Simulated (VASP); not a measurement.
# Al (Pm-3m) in VASP: notebook

Al is run at these levels: RPBE; tasks: single point.

All numbers are computed with VASP 6.6.1; they aren't measurements. Logs are shortened: lines on timing, memory, paths and dates and some standing lists are left out, and cuts for length are marked.

**1. The cell of the first run**

Symmetry: Pm-3m, No. 221, cubic system. Conventional cell: a = 2.625 Å, b = 2.625 Å, c = 2.625 Å, α = 90.00°, β = 90.00°, γ = 90.00°. Al (site symmetry m-3m) has 6 Al at 2.63 Å within 3.5 Å.

**2. Single point, RPBE (volume scaled by 0.88)**

Contents of INCAR:

```
SYSTEM = Al
  PREC = Accurate
  ENCUT = 520
  EDIFF = 1E-6
  ISMEAR = -1
  SIGMA = 0.1
  LREAL = .False.
  LASPH = .True.
  NELM = 60
  ALGO = Normal
  ISIF = 2
  LWAVE = .False.
  LCHARG = .False.
  GGA = RP
  NBANDS = 8
```

Contents of KPOINTS:

```
regular mesh
0
Gamma
  13 13 13
  0 0 0
```

Contents of POSCAR:

```
Al
1.0
    2.6250498924      0.0000000000      0.0000000000
    0.0000000000      2.6250498924      0.0000000000
    0.0000000000      0.0000000000      2.6250498924
Al
1
Direct
    0.0000000000      0.0000000000      0.0000000000
```

Potentials or basis: VASP PAW PBE potentials, release 64 (Al).

Launch:

```
$ cat potpaw_PBE.64/Al/POTCAR > POTCAR
$ mpirun -np 1 vasp_std > vasp.out
```

OUTCAR:

```text
SYSTEM = Al
   PREC = Accurate
   ENCUT = 520
   EDIFF = 1E-6
   ISMEAR = -1
   LREAL = .False.
   LASPH = .True.
   NELM = 60
   ISIF = 2
   GGA = RP

 ion  position               nearest neighbor table
   1  0.000  0.000  0.000-

  LATTYP: Found a simple cubic cell.
 ALAT       =     2.6250498924

  Lattice vectors:

 A1 = (   2.6250498924,   0.0000000000,   0.0000000000)
 A2 = (   0.0000000000,   2.6250498924,   0.0000000000)
 A3 = (   0.0000000000,   0.0000000000,   2.6250498924)

Analysis of symmetry for initial positions (statically):
=====================================================================
 Subroutine PRICEL returns:
 Original cell was already a primitive cell.

 Routine SETGRP: Setting up the symmetry group for a
 simple cubic supercell.

 Subroutine GETGRP returns: Found 48 space group operations
 (whereof 48 operations were pure point group operations)
 out of a pool of 48 trial point group operations.

The static configuration has the point symmetry O_h .

Analysis of symmetry for dynamics (positions and initial velocities):
=====================================================================
 Subroutine PRICEL returns:
 Original cell was already a primitive cell.

 Routine SETGRP: Setting up the symmetry group for a
 simple cubic supercell.

 Subroutine GETGRP returns: Found 48 space group operations
 (whereof 48 operations were pure point group operations)
 out of a pool of 48 trial point group operations.

The dynamic configuration has the point symmetry O_h .

 Subroutine INISYM returns: Found 48 space group operations
 (whereof 48 operations are pure point group operations),
 and found     1 'primitive' translations

----------------------------------------------------------------------------------------

                                     Primitive cell

  volume of cell :      18.0889

  direct lattice vectors                    reciprocal lattice vectors
     2.625049892  0.000000000  0.000000000     0.380945140  0.000000000  0.000000000
     0.000000000  2.625049892  0.000000000     0.000000000  0.380945140  0.000000000
     0.000000000  0.000000000  2.625049892     0.000000000  0.000000000  0.380945140

  length of vectors
     2.625049892  2.625049892  2.625049892     0.380945140  0.380945140  0.380945140

  position of ions in fractional coordinates (direct lattice)
     0.000000000  0.000000000  0.000000000

  ion indices of the primitive-cell ions
   primitive index   ion index
                 1           1

----------------------------------------------------------------------------------------

 KPOINTS: regular mesh

Automatic generation of k-mesh.
 Grid dimensions read from file:
 generate k-points for:   13   13   13

 Generating k-lattice:

  Cartesian coordinates                     Fractional coordinates (reciprocal lattice)
     0.029303472  0.000000000  0.000000000     0.076923077  0.000000000  0.000000000
     0.000000000  0.029303472  0.000000000     0.000000000  0.076923077  0.000000000
     0.000000000  0.000000000  0.029303472     0.000000000  0.000000000  0.076923077

  Length of vectors
     0.029303472  0.029303472  0.029303472

  Shift w.r.t. Gamma in fractional coordinates (k-lattice)
     0.000000000  0.000000000  0.000000000

 Subroutine IBZKPT returns following result:
 ===========================================

 Found     84 irreducible k-points:

 Following reciprocal coordinates:
            Coordinates               Weight
  0.000000  0.000000  0.000000      1.000000
  0.076923  0.000000  0.000000      6.000000
  0.153846  0.000000  0.000000      6.000000
  0.230769  0.000000  0.000000      6.000000
  0.307692  0.000000  0.000000      6.000000
  0.384615  0.000000  0.000000      6.000000
[... 16 lines left out ...]
  0.307692  0.307692  0.000000     12.000000
  0.384615  0.307692  0.000000     24.000000
 [... further k-points ...]
   k-points           NKPTS =     84   k-points in BZ     NKDIM =     84   number of bands    NBANDS=      8
   number of dos      NEDOS =    301   number of ions     NIONS =      1
   total plane-waves  NPLWV =   8000
   dimension x,y,z NGX =    20 NGY =   20 NGZ =   20
   dimension x,y,z NGXF=    40 NGYF=   40 NGZF=   40
   ions per type =               1
   NGX,Y,Z   is equivalent  to a cutoff of  12.67, 12.67, 12.67 a.u.
   NGXF,Y,Z  is equivalent  to a cutoff of  25.33, 25.33, 25.33 a.u.
 SYSTEM =  Al
   PREC   = accura    normal or accurate (medium, high low for compatibility)
   ISTART =      0    job   : 0-new  1-cont  2-samecut
   ICHARG =      2    charge: 1-file 2-atom 10-const
   ISPIN  =      1    spin polarized calculation?
   LNONCOLLINEAR =      F non collinear calculations
   LSORBIT =      F    spin-orbit coupling
   LASPH  =      T    aspherical Exc in radial PAW
   ENCUT  =  520.0 eV  38.22 Ry    6.18 a.u.   4.88  4.88  4.88*2*pi/ulx,y,z
   NELM   =     60;   NELMIN=  2; NELMDL= -5     # of ELM steps
   EDIFF  = 0.1E-05   stopping-criterion for ELM
   LREAL  =      F    real-space projection
   EDIFFG = 0.1E-04   stopping-criterion for IOM
   NSW    =      0    number of steps for IOM
   IBRION =     -1    ionic relax: 0-MD 1-quasi-New 2-CG
   NFREE  =      0    steps in history (QN), initial steepest desc. (CG)
   ISIF   =      2    stress and relaxation
   ISYM   =      2    0-nonsym 1-usesym 2-fastsym
   POTIM  = 0.5000    time-step for ionic-motion
   TEBEG  =    0.0;   TEEND  =   0.0 temperature during run
   PSTRESS=    0.0 pullay stress
   NELECT =       3.0000    total number of electrons
   NUPDOWN=      -1.0000    fix difference up-down
   EMIN   =  10.00;   EMAX   =-10.00  energy-range for DOS
   EFERMI =   0.00;   METHOD = LEGACY
   ISMEAR =    -1;   SIGMA  =   0.10  broadening in eV -4-tet -1-fermi 0-gaus
   EFERMI_NEDOS =   21; number of points for ismear=-14 and -15
   IALGO  =     38    algorithm
   IMIX   =      4    mixing-type and parameters
     AMIX     =   0.40;   BMIX     =  1.00
     AMIX_MAG =   1.60;   BMIX_MAG =  1.00
  volume/ion in A,a.u.               =      18.09       122.07
  Fermi-wavevector in a.u.,A,eV,Ry     =   0.899451  1.699717 11.007287  0.809013
  Thomas-Fermi vector in A             =   2.022287
   LORBIT       =      0    0 simple, 1 ext, 2 COOP (PROOUT), +10 PAW based schemes
   GGA     = RP    functional components
   LHFCALC =     F    Hartree Fock is set to
   AEXX    =    0.0000 exact exchange contribution
   IVDW    =     0    specifies the selected vdW correction
   LEPSILON=     F    determine dielectric tensor
   LRPA    =     F    only Hartree local field effects (RPA)
 non-spin polarized calculation
  energy-cutoff  :      520.00
  volume of cell :       18.09
 maximum number of plane-waves:       498
 NGX is ok and might be reduce to    20
   NGX =  9   NGY =  9   NGZ =  9

 number of electron       3.0000000 magnetization

 Free energy of the ion-electron system (eV)
  ---------------------------------------------------
  ext. energy  EPLUGINS =         0.00000000
  ---------------------------------------------------
  free energy    TOTEN  =        -3.07903535 eV

  energy without entropy =       -3.06244069  energy(sigma->0) =       -3.07073802

 E-fermi :   6.7207     XC(G=0):  -9.7572

 val. band max:        6.6392067975   @ k =   0.3846   0.3846   0.0000
 cond. band min:       6.7514558553   @ k =   0.3846   0.3846   0.0769
 fundamental gap:      0.1122490578
 Fermi energy:         6.7206557915

 k-point     1 :       0.0000    0.0000    0.0000
  band No.  band energies     occupation
      1      -3.4711      2.00000
      2      14.9476      0.00000
      3      14.9476      0.00000
      4      16.7300      0.00000
      5      16.7300      0.00000
      6      16.7300      0.00000
      7      23.5530      0.00000
      8      32.2824      0.00000

 k-point     2 :       0.0769    0.0000    0.0000
  band No.  band energies     occupation
      1      -3.3449      2.00000
      2      13.2497      0.00000
      3      15.0540      0.00000
      4      16.8345      0.00000
      5      16.8345      0.00000
      6      18.1829      0.00000
      7      24.0749      0.00000
      8      31.2893      0.00000

 k-point     3 :       0.1538    0.0000    0.0000
  band No.  band energies     occupation
      1      -2.9674      2.00000
      2      10.8874      0.00000
      3      15.3679      0.00000
      4      17.1484      0.00000
      5      17.1484      0.00000
      6      19.7878      0.00000
      7      25.6308      0.00000
      8      29.3387      0.00000

 k-point     4 :       0.2308    0.0000    0.0000
  band No.  band energies     occupation
      1      -2.3411      2.00000
      2       8.5736      0.00000
      3      15.8695      0.00000
      4      17.6715      0.00000
      5      17.6715      0.00000
      6      21.0256      0.00000
      7      27.2725      0.00000
      8      27.2725      0.00000

 k-point     5 :       0.3077    0.0000    0.0000
  band No.  band energies     occupation
      1      -1.4713      2.00000
      2       6.4040      1.91910
      3      16.5119      0.00000
      4      18.4029      0.00000
      5      18.4029      0.00000
      6      22.1279      0.00000
      7      25.3187      0.00000
      8      25.3187      0.00000
[... 177 lines left out ...]
 k-point    22 :       0.4615    0.2308    0.0000
  band No.  band energies     occupation
      1       2.0264      2.00000
      2       3.7451      2.00000
      3      12.6333      0.00000
      4      14.8158      0.00000
      5      21.2881      0.00000
      6      22.9343      0.00000
      7      23.2939      0.00000
      8      25.6256      0.00000

 k-point    23 :       0.3077    0.3077    0.0000
  band No.  band energies     occupation
      1       0.5040      2.00000
      2       7.5464      0.00052
      3       9.1802      0.00000
      4      15.9348      0.00000
      5      20.0357      0.00000
      6      22.2866      0.00000
      7      25.9678      0.00000
      8      27.8769      0.00000

 k-point    24 :       0.3846    0.3077    0.0000
  band No.  band energies     occupation
      1       1.5935      2.00000
      2       6.1840      1.99070
      3       9.5915      0.00000
      4      14.1371      0.00000
      5      20.9352      0.00000
      6      23.2586      0.00000
      7      24.8661      0.00000
      8      27.9321      0.00000

 [... further k-points ...]
[... 5 lines left out ...]
  --------------------------------------------------------------------------------------
  -------------------------------------------------------------------------------------
  Total        1.0313745      1.0313745      1.0313745     -0.0000000      0.0000000     -0.0000000
  in kB       91.3512024     91.3512024     91.3512024     -0.0000000      0.0000000     -0.0000000
  external PRESSURE =      91.3512024 kB  Pullay stress =       0.0000000 kB

 VOLUME and BASIS-vectors are now :
 -----------------------------------------------------------------------------
  energy-cutoff  :      520.00
  volume of cell :       18.09
      direct lattice vectors                 reciprocal lattice vectors
     2.625049892  0.000000000  0.000000000     0.380945140  0.000000000  0.000000000
     0.000000000  2.625049892  0.000000000     0.000000000  0.380945140  0.000000000
     0.000000000  0.000000000  2.625049892     0.000000000  0.000000000  0.380945140

 POSITION                                       TOTAL-FORCE (eV/Angst)
 -----------------------------------------------------------------------------------
      0.00000      0.00000      0.00000         0.000000      0.000000      0.000000
 -----------------------------------------------------------------------------------
    total drift:                               -0.000000      0.000000     -0.000000

  FREE ENERGIE OF THE ION-ELECTRON SYSTEM (eV)
  ---------------------------------------------------
  free  energy   TOTEN  =        -3.0790353463 eV

  energy  without entropy=       -3.0624406891  energy(sigma->0) =       -3.07073802
```

Run time: 3.9 s. Hardware: 1 thread of AMD EPYC 9R45 (Zen 5), shared host; peak memory 0.09 GiB.

What came out:

| Property | Result |
| --- | --- |
| Free energy | -3.0790 eV |
| Pressure | 9.1 GPa |

Caveat: the cell differs from its parent crystal (volume scaled by 0.88); the PAW data sets were made with another functional, which shifts forces and pressure a little.

**3. Single point, RPBE**

This run uses another cell than the first one, of 20.56 Å³/atom, 1.136 times its volume.

Contents of INCAR:

```
PREC     = Accurate       # precision mode
ENCUT    = 520            # plane-wave cutoff, eV
EDIFF    = 1E-6           # SCF threshold, eV
ISMEAR   = -1             # smearing method
SIGMA    = 0.1            # smearing width, eV
LREAL    = False          # projectors in reciprocal space
LASPH    = True           # aspherical terms in the spheres
NELM     = 80             # most SCF steps
ALGO     = Normal         # electronic algorithm
ISIF     = 2              # what is computed and relaxed
LWAVE    = False          # write WAVECAR
LCHARG   = False          # write CHGCAR
GGA      = RP             # functional
NBANDS   = 8              # bands
```

Contents of KPOINTS:

```
regular mesh
0
Gamma
  12 12 12
```

Contents of POSCAR:

```
Al
1.0
    2.7393235938      0.0000000000      0.0000000000
    0.0000000000      2.7393235938      0.0000000000
    0.0000000000      0.0000000000      2.7393235938
Al
1
Direct
    0.0000000000      0.0000000000      0.0000000000
```

Potentials or basis: VASP PAW PBE potentials, release 64 (Al).

Launch:

```
$ cat potpaw_PBE.64/Al/POTCAR > POTCAR
$ mpirun -np 1 vasp_std > vasp.out
```

It took 3.9 s on 1 thread of AMD EPYC 9R45 (Zen 5), shared host; peak memory 0.09 GiB.

The run converged. Its results:

- Free energy: -3.1437 eV
- Pressure: -0.1 GPa

Levels at points of the mesh, in eV from the Fermi level:
```tsv
k point	band 1	band 2	band 3	band 4	band 5	band 6
(0.00, 0.00, 0.00)	-9.42	7.92	7.92	9.04	9.04	9.04
(0.50, 0.00, 0.00)	-5.14	-4.01	10.45	12.52	12.52	14.06
(0.50, 0.50, 0.00)	-0.52	-0.52	-0.28	2.22	16.05	16.63
(0.50, 0.50, 0.50)	2.84	2.84	2.84	5.55	5.55	5.55
```

Caveat: the PAW data sets were made with another functional, which shifts forces and pressure a little.

**4. Single point, RPBE (volume scaled by 0.96)**

Contents of INCAR:

```
SYSTEM = Al
PREC = Accurate
ENCUT = 520
EDIFF = 1E-7
ISMEAR = -1
SIGMA = 0.1
LREAL = .False.
LASPH = .True.
NELM = 80
ALGO = Normal
ISIF = 2
LWAVE = .False.
LCHARG = .False.
GGA = RP
NBANDS = 8
```

Contents of KPOINTS:

```
regular mesh
0
Gamma
  13 13 13
  0 0 0
```

Contents of POSCAR:

```
Al
1.0
    2.7023011690      0.0000000000      0.0000000000
    0.0000000000      2.7023011690      0.0000000000
    0.0000000000      0.0000000000      2.7023011690
Al
1
Direct
    0.0000000000      0.0000000000      0.0000000000
```

Launch:

```
$ cat potpaw_PBE.64/Al/POTCAR > POTCAR
$ mpirun -np 1 vasp_std > vasp.out
```

Run time: 4.2 s. Hardware: 1 thread of AMD EPYC 9R45 (Zen 5), shared host; peak memory 0.09 GiB.

It converged, with:

| Item | Value |
| --- | --- |
| Free energy | -3.1354 eV |
| Pressure | 2.3 GPa |

Levels at points of the mesh, in eV from the Fermi level:
```csv
k point,band 1,band 2,band 3,band 4
"(0.00, 0.00, 0.00)",-9.67,8.01,8.01,9.33
```

Caveat: the cell differs from its parent crystal (volume scaled by 0.96); the PAW data sets were made with another functional, which shifts forces and pressure a little.

[end of part 1 of 2]
